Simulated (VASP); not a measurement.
Set up this calculation in VASP 6.6.1, as the native input.

| Property | Result |
| --- | --- |
| Task | single point |
| Functional | LDA |
| Potentials or basis | VASP PAW LDA potentials, release 64 (Ge_d) |
| Cutoff | 520 eV |
| k mesh | 11 × 11 × 11 |
| Occupations | fermi-dirac, width 0.05 eV |
| Spin | no spin polarisation |
| Dipole correction | no |
| Further INCAR settings | ALGO = Normal; EDIFF = 1e-06; NBANDS = 21 |

The structure of Ge lies in POSCAR:

```
Ge
1.0
   -2.4621655136      2.6150361352      1.4175264166
    2.4621655136     -2.6150361352      1.4175264166
    2.4621655136      2.6150361352     -1.4175264166
Ge
2
Direct
    0.3140570000      0.0640570000      0.2500000000
    0.6859430000      0.9359430000      0.7500000000
```

One way to write it, as run:

INCAR

```
SYSTEM = Ge
ALGO = Normal
EDIFF = 1E-6
ENCUT = 520
GGA = CA
ISIF = 2
ISMEAR = -1
LASPH = .TRUE.
LCHARG = .FALSE.
LREAL = .FALSE.
LWAVE = .FALSE.
NBANDS = 21
NELM = 100
PREC = Accurate
SIGMA = 0.05
```

KPOINTS

```
k-points
0
G
  11 11 11
  0 0 0
```

Potentials or basis: VASP PAW LDA potentials, release 64 (Ge_d).

Run with:

```console
$ cat potpaw_LDA.64/Ge_d/POTCAR > POTCAR
$ mpirun -np 1 vasp_std > vasp.out
```

Results of the run:

```yaml
Pressure: -1.4 GPa
Largest_force: 0.065 eV/Å
Band_gap_on_the_k_mesh: zero (band 14 reaches 8.89 eV, above the bottom of band 15 at 3.44 eV)
```

Wall time 64 s on 1 thread of Intel(R) Xeon(R) Platinum 8559C (Emerald Rapids) (shared host), peak memory 0.24 GiB.
